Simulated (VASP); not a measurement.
A run of VASP 6.6.1:

File INCAR:

```
PREC = Accurate ; ENCUT = 500
EDIFF = 1E-6 ; ISMEAR = 0
SIGMA = 0.01 ; LREAL = F
LASPH = T ; NELM = 120
ALGO = Normal ; ISIF = 2
LWAVE = F ; LCHARG = T
GGA = PE ; LELF = T
LVHAR = T ; NBANDS = 19
GGA_COMPAT = F
```

The input KPOINTS:

```
Automatic mesh
0
Gamma
  6 6 2
```

The input POSCAR:

```
ZrS2
1.0
    3.8101399197      0.0000000000      0.0000000000
   -1.9050699598      3.2996779625      0.0000000000
    0.0000000000      0.0000000000      6.3085797063
Zr S
1 2
Direct
    0.0000000000      0.0000000000      0.0000000000
    0.6666666667      0.3333333333      0.7649092999
    0.3333333333      0.6666666667      0.2350907001
```

Potentials or basis: VASP PAW PBE potentials, release 64 (Zr_sv, S).

Run with:

```bash
$ cat potpaw_PBE.64/Zr_sv/POTCAR potpaw_PBE.64/S/POTCAR > POTCAR
$ mpirun -np 1 vasp_std > vasp.out
```

Hardware: 1 thread of AMD EPYC 9R45 96-Core Processor (Zen 5), on a shared host.

Question: How long does it take, and how much memory?

Answer: It took 12 s on 1 thread of AMD EPYC 9R45 96-Core Processor (Zen 5), with other jobs on the host, peak memory 0.15 GiB. Counts: scf iterations 14, k points 14.
